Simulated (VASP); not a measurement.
# Zr5AlN6 (P-6m2) in VASP: a series of runs

The runs below take Zr5AlN6 through single point, relaxation of cell and atoms, with PBE.

Everything below comes from runs of VASP 6.6.1. Logs are shortened: lines on timing, memory, paths and dates and some standing lists are left out, and cuts for length are marked.

### 1 The cell of the first run

Symmetry: P-6m2, No. 187, hexagonal system. Conventional cell: a = 3.146 Å, b = 3.146 Å, c = 16.392 Å, α = 90.00°, β = 90.00°, γ = 120.00°. Within 3.0 Å of Zr (site symmetry -6m2) lie 6 N at 2.29 Å. Zr (site symmetry 3m) has 6 N at 2.28 to 2.31 Å within 3.0 Å. Within 3.0 Å of Zr (site symmetry 3m) lie 6 N at 2.27 to 2.29 Å. Al (site symmetry -6m2) has 6 N at 2.20 Å within 2.9 Å. Within 3.0 Å of N (site symmetry 3m) lie 6 Zr at 2.29 Å and 2 N at 2.77 Å. Within 3.0 Å of N (site symmetry 3m) lie 6 Zr at 2.27 to 2.28 Å and 2 N at 2.77 to 2.79 Å. N (site symmetry 3m) has 3 Al at 2.20 Å and 3 Zr at 2.31 Å and 2 N at 2.50 to 2.79 Å within 2.9 Å.

### 2 Single point, PBE

File INCAR:

```
SYSTEM = Zr5AlN6
ALGO = Normal
EDIFF = 1E-7
ENCUT = 520
GGA = PE
ISIF = 2
ISMEAR = 0
LASPH = .TRUE.
LCHARG = .FALSE.
LREAL = .FALSE.
LWAVE = .FALSE.
NBANDS = 58
NELM = 60
PREC = Accurate
SIGMA = 0.1
```

File KPOINTS:

```
k-points
0
G
  6 6 1
  0 0 0
```

File POSCAR:

```
Zr5AlN6
1.0
    3.1461150515      0.0000000000      0.0000000000
   -1.5730575258      2.7246155578      0.0000000000
    0.0000000000      0.0000000000     16.3921787217
Zr Al N
5 1 6
Direct
    0.3333333333      0.6666666667      0.0000000000
    0.3333333333      0.6666666667      0.3370088651
    0.3333333333      0.6666666667      0.6629911349
    0.6666666667      0.3333333333      0.1699395345
    0.6666666667      0.3333333333      0.8300604655
    0.6666666667      0.3333333333      0.5000000000
    0.0000000000      0.0000000000      0.9154147824
    0.0000000000      0.0000000000      0.2534094405
    0.0000000000      0.0000000000      0.5762468550
    0.0000000000      0.0000000000      0.0845852176
    0.0000000000      0.0000000000      0.4237531450
    0.0000000000      0.0000000000      0.7465905595
```

Potentials or basis: VASP PAW PBE potentials, release 64 (Zr_sv, Al, N).

Started as:

```console
$ cat potpaw_PBE.64/Zr_sv/POTCAR potpaw_PBE.64/Al/POTCAR potpaw_PBE.64/N/POTCAR > POTCAR
$ mpirun -np 1 vasp_std > vasp.out
```

OUTCAR:

```text
SYSTEM = Zr5AlN6
   EDIFF = 1E-7
   ENCUT = 520
   GGA = PE
   ISIF = 2
   ISMEAR = 0
   LASPH = .TRUE.
   LREAL = .FALSE.
   NELM = 60
   PREC = Accurate

 ion  position               nearest neighbor table
   1  0.333  0.667  0.000-   7 2.29  10 2.29   7 2.29  10 2.29   7 2.29  10 2.29   4 3.33   5 3.33
                             4 3.33   5 3.33   4 3.33   5 3.33
   2  0.333  0.667  0.337-   8 2.28   8 2.28   8 2.28  11 2.31  11 2.31  11 2.31   6 3.23   6 3.23
                             6 3.23   4 3.29   4 3.29   4 3.29
   3  0.333  0.667  0.663-  12 2.28  12 2.28  12 2.28   9 2.31   9 2.31   9 2.31   6 3.23   6 3.23
                             6 3.23   5 3.29   5 3.29   5 3.29
   4  0.667  0.333  0.170-   8 2.27   8 2.27   8 2.27  10 2.29  10 2.29  10 2.29   2 3.29   2 3.29
                             2 3.29   1 3.33   1 3.33   1 3.33
   5  0.667  0.333  0.830-  12 2.27  12 2.27  12 2.27   7 2.29   7 2.29   7 2.29   3 3.29   3 3.29
                             3 3.29   1 3.33   1 3.33   1 3.33
   6  0.667  0.333  0.500-   9 2.20  11 2.20   9 2.20  11 2.20   9 2.20  11 2.20   2 3.23   3 3.23
                             2 3.23   3 3.23   2 3.23   3 3.23
   7  0.000  0.000  0.915-   1 2.29   1 2.29   1 2.29   5 2.29   5 2.29   5 2.29
   8  0.000  0.000  0.253-   4 2.27   4 2.27   4 2.27   2 2.28   2 2.28   2 2.28
   9  0.000  0.000  0.576-   6 2.20   6 2.20   6 2.20   3 2.31   3 2.31   3 2.31
  10  0.000  0.000  0.085-   1 2.29   1 2.29   1 2.29   4 2.29   4 2.29   4 2.29
  11  0.000  0.000  0.424-   6 2.20   6 2.20   6 2.20   2 2.31   2 2.31   2 2.31
  12  0.000  0.000  0.747-   5 2.27   5 2.27   5 2.27   3 2.28   3 2.28   3 2.28

  LATTYP: Found a hexagonal cell.
 ALAT       =     3.1461150515
 C/A-ratio  =     5.2102922027

  Lattice vectors:

 A1 = (   3.1461150515,   0.0000000000,   0.0000000000)
 A2 = (  -1.5730575258,   2.7246155578,   0.0000000000)
 A3 = (   0.0000000000,   0.0000000000,  16.3921787217)

Analysis of symmetry for initial positions (statically):
=====================================================================
 Subroutine PRICEL returns:
 Original cell was already a primitive cell.

 Routine SETGRP: Setting up the symmetry group for a
 hexagonal supercell.

 Subroutine GETGRP returns: Found 12 space group operations
 (whereof 12 operations were pure point group operations)
 out of a pool of 24 trial point group operations.

The static configuration has the point symmetry D_3h.

Analysis of symmetry for dynamics (positions and initial velocities):
=====================================================================
 Subroutine PRICEL returns:
 Original cell was already a primitive cell.

 Routine SETGRP: Setting up the symmetry group for a
 hexagonal supercell.

[... 122 lines left out ...]
   EFERMI_NEDOS =   21; number of points for ismear=-14 and -15
   IALGO  =     38    algorithm
   IMIX   =      4    mixing-type and parameters
     AMIX     =   0.40;   BMIX     =  1.00
     AMIX_MAG =   1.60;   BMIX_MAG =  1.00
  volume/ion in A,a.u.               =      11.71        79.02
  Fermi-wavevector in a.u.,A,eV,Ry     =   1.426692  2.696057 27.693990  2.035451
  Thomas-Fermi vector in A             =   2.546942
   LORBIT       =      0    0 simple, 1 ext, 2 COOP (PROOUT), +10 PAW based schemes
   GGA     = PE    functional components
   LHFCALC =     F    Hartree Fock is set to
   AEXX    =    0.0000 exact exchange contribution
   IVDW    =     0    specifies the selected vdW correction
   LEPSILON=     F    determine dielectric tensor
   LRPA    =     F    only Hartree local field effects (RPA)
 non-spin polarized calculation
 Gauss-broadening in eV      SIGMA  =   0.10
  energy-cutoff  :      520.00
  volume of cell :      140.51
 maximum number of plane-waves:      3808
 NGX is ok and might be reduce to    24
   NGX = 11   NGY = 11   NGZ = 61

 number of electron      92.9999998 magnetization

 Free energy of the ion-electron system (eV)
  ---------------------------------------------------
  ext. energy  EPLUGINS =         0.00000000
  ---------------------------------------------------
  free energy    TOTEN  =      -114.07137545 eV

  energy without entropy =     -114.04970496  energy(sigma->0) =     -114.06054021

 E-fermi :  11.1296     XC(G=0): -12.3511

 val. band max:       11.0820221262   @ k =   0.3333   0.1667   0.0000
 cond. band min:      11.3838237826   @ k =   0.1667   0.0000   0.0000
 fundamental gap:      0.3018016563
 Fermi energy:        11.1296053775

 k-point     1 :       0.0000    0.0000    0.0000
  band No.  band energies     occupation
      1     -37.9451      2.00000
      2     -37.9308      2.00000
      3     -37.8628      2.00000
      4     -37.8497      2.00000
      5     -37.8327      2.00000
      6     -16.6668      2.00000
[... 416 lines left out ...]
     57      15.6088      0.00000
     58      15.6649      0.00000

------------------------ aborting loop because EDIFF is reached ----------------------------------------

  FORCE on cell =-STRESS in cart. coord.  units (eV):
  Direction    XX          YY          ZZ          XY          YZ          ZX
  --------------------------------------------------------------------------------------
  -------------------------------------------------------------------------------------
  Total       -0.1222250     -0.1222250     -0.0913922      0.0000000      0.0000000      0.0000000
  in kB       -1.3936515     -1.3936515     -1.0420851      0.0000000      0.0000000      0.0000000
  external PRESSURE =      -1.2764627 kB  Pullay stress =       0.0000000 kB

 VOLUME and BASIS-vectors are now :
 -----------------------------------------------------------------------------
  energy-cutoff  :      520.00
  volume of cell :      140.51
      direct lattice vectors                 reciprocal lattice vectors
     3.146115051  0.000000000  0.000000000     0.317852330  0.183512128  0.000000000
    -1.573057526  2.724615558  0.000000000     0.000000000  0.367024257  0.000000000
     0.000000000  0.000000000 16.392178722     0.000000000  0.000000000  0.061004703

 POSITION                                       TOTAL-FORCE (eV/Angst)
 -----------------------------------------------------------------------------------
     -0.00000      1.81641      0.00000         0.000000     -0.000000      0.000000
     -0.00000      1.81641      5.52431         0.000000     -0.000000      0.002438
     -0.00000      1.81641     10.86787         0.000000     -0.000000     -0.002438
      1.57306      0.90821      2.78568        -0.000000      0.000000     -0.002343
      1.57306      0.90821     13.60650        -0.000000      0.000000      0.002343
      1.57306      0.90821      8.19609        -0.000000      0.000000      0.000000
      0.00000      0.00000     15.00564        -0.000000      0.000000     -0.000709
      0.00000      0.00000      4.15393        -0.000000      0.000000      0.002803
      0.00000      0.00000      9.44594        -0.000000      0.000000     -0.017267
      0.00000      0.00000      1.38654        -0.000000      0.000000      0.000709
      0.00000      0.00000      6.94624        -0.000000      0.000000      0.017267
      0.00000      0.00000     12.23825        -0.000000      0.000000     -0.002803
 -----------------------------------------------------------------------------------
    total drift:                                0.000000     -0.000000      0.000000

  FREE ENERGIE OF THE ION-ELECTRON SYSTEM (eV)
  ---------------------------------------------------
  free  energy   TOTEN  =      -114.0713754533 eV

  energy  without entropy=     -114.0497049580  energy(sigma->0) =     -114.06054021
```

It took 44 s on 1 thread of Intel Xeon 6975P-C (Granite Rapids), shared host; peak memory 0.27 GiB.

What came out:

| Property | Result |
| --- | --- |
| Free energy | -114.0714 eV |
| Pressure | -0.1 GPa |
| Largest force | 0.017 eV/Å |
| Band gap on the k mesh | zero (an odd number of electrons rules out a gap without spin polarisation) |

Forces in eV/Å, atoms in the order of the input:
```
Zr   0.000  0.000  0.000
Zr   0.000  0.000  0.002
Zr   0.000  0.000 -0.002
Zr   0.000  0.000 -0.002
Zr   0.000  0.000  0.002
Al   0.000  0.000  0.000
N    0.000  0.000 -0.001
N    0.000  0.000  0.003
N    0.000  0.000 -0.017
N    0.000  0.000  0.001
N    0.000  0.000  0.017
N    0.000  0.000 -0.003
```

Caveat: the k points lie up to 0.38 Å⁻¹ apart, too coarse for converged energies and pressures of a metal; an odd number of electrons without spin polarisation forces a metal; a magnetic or distorted state may lie lower.

### 3 Single point, PBE

This run uses another cell than the first one, of 13.49 Å³/atom.

File INCAR:

```
ALGO = Normal ; EDIFF = 1E-6
ENCUT = 520 ; GGA = PE
ISIF = 2 ; ISMEAR = 0
LASPH = True ; LCHARG = False
LREAL = False ; LWAVE = False
NBANDS = 58 ; NELM = 80
PREC = Accurate ; SIGMA = 0.1
```

File KPOINTS:

```
k-points
0
Gamma
  6 6 1
```

File POSCAR:

```
Zr5AlN6
1.0
    3.3072727400      0.0000000000      0.0000000000
   -1.6536363700      2.8641822100      0.0000000000
    0.0000000000      0.0000000000     17.0907679700
Zr Al N
5 1 6
Direct
    0.3333333300      0.6666666700      0.0000000000
    0.3333333300      0.6666666700      0.3333333300
    0.3333333300      0.6666666700      0.6666666700
    0.6666666700      0.3333333300      0.1666666700
    0.6666666700      0.3333333300      0.8333333300
    0.6666666700      0.3333333300      0.5000000000
    0.0000000000      0.0000000000      0.9166666700
    0.0000000000      0.0000000000      0.2500000000
    0.0000000000      0.0000000000      0.5833333300
    0.0000000000      0.0000000000      0.0833333300
    0.0000000000      0.0000000000      0.4166666700
    0.0000000000      0.0000000000      0.7500000000
```

Potentials or basis: VASP PAW PBE potentials, release 64 (Zr_sv, Al, N).

Started as:

```console
$ cat potpaw_PBE.64/Zr_sv/POTCAR potpaw_PBE.64/Al/POTCAR potpaw_PBE.64/N/POTCAR > POTCAR
$ mpirun -np 1 vasp_std > vasp.out
```

Wall time 54 s (1 thread of Intel Xeon 6975P-C (Granite Rapids), shared host); peak memory 0.32 GiB.

The run converged. Its results:

```
Free energy            : -112.1635 eV
Pressure               : -23.8 GPa
Largest force          : 0.650 eV/Å
Band gap on the k mesh : zero (an odd number of electrons rules out a gap without spin polarisation)
```

Forces in eV/Å, atoms in the order of the input:
```
Zr   0.000  0.000  0.000
Zr   0.000  0.000 -0.211
Zr   0.000  0.000  0.211
Zr   0.000  0.000  0.306
Zr   0.000  0.000 -0.306
Al   0.000  0.000  0.000
N    0.000  0.000  0.014
N    0.000  0.000 -0.028
N    0.000  0.000 -0.650
N    0.000  0.000 -0.014
N    0.000  0.000  0.650
N    0.000  0.000  0.028
```

Stress tensor (GPa, compression positive):
```
-24.26   0.00   0.00
  0.00 -24.26   0.00
  0.00   0.00 -22.90
```

Levels at points of the mesh, in eV from the Fermi level:
| k point | band 45 | band 46 | band 47 | band 48 | band 49 | band 50 |
| --- | --- | --- | --- | --- | --- | --- |
| (0.00, 0.00, 0.00) | -0.37 | 0.71 | 0.86 | 0.86 | 1.09 | 1.48 |
| (0.50, 0.00, 0.00) | -1.72 | -0.56 | -0.12 | 0.85 | 1.11 | 2.08 |

Caveat: the k points lie up to 0.37 Å⁻¹ apart, too coarse for converged energies and pressures of a metal; an odd number of electrons without spin polarisation forces a metal; a magnetic or distorted state may lie lower.

(Part 1 of 2 ends here.)

The gap in the log of VASP goes by the Fermi energy; the results here count the filled bands.